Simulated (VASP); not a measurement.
## Ge: single point with LDA

Ge:

```xyz
2
Lattice="0.0000 2.8110 2.8110 2.8110 0.0000 2.8110 2.8110 2.8110 0.0000" Properties=species:S:1:pos:R:3 pbc="T T T"
Ge   -0.7028   -0.7028   -0.7028
Ge    0.7028    0.7028    0.7028
```

| Property | Result |
| --- | --- |
| Program | VASP 6.6.1 |
| Task | single point |
| Functional | LDA |
| Potentials or basis | VASP PAW LDA potentials, release 64 (Ge_d) |
| Cutoff | 500 eV |
| k mesh | 13 × 13 × 13 |
| Occupations | fermi-dirac, width 0.05 eV |
| Spin | no spin polarisation |

```
Pressure : 0.2 GPa
```

Levels at points of the mesh, in eV from the Fermi level:
| k point | band 12 | band 13 | band 14 | band 15 | band 16 | band 17 |
| --- | --- | --- | --- | --- | --- | --- |
| (0.00, 0.00, 0.00) | -0.04 | -0.04 | -0.04 | -0.01 | 2.50 | 2.50 |

It took 30 s on 1 thread of AMD EPYC 9R45 96-Core Processor (Zen 5), on a shared host, peak memory 0.15 GiB.
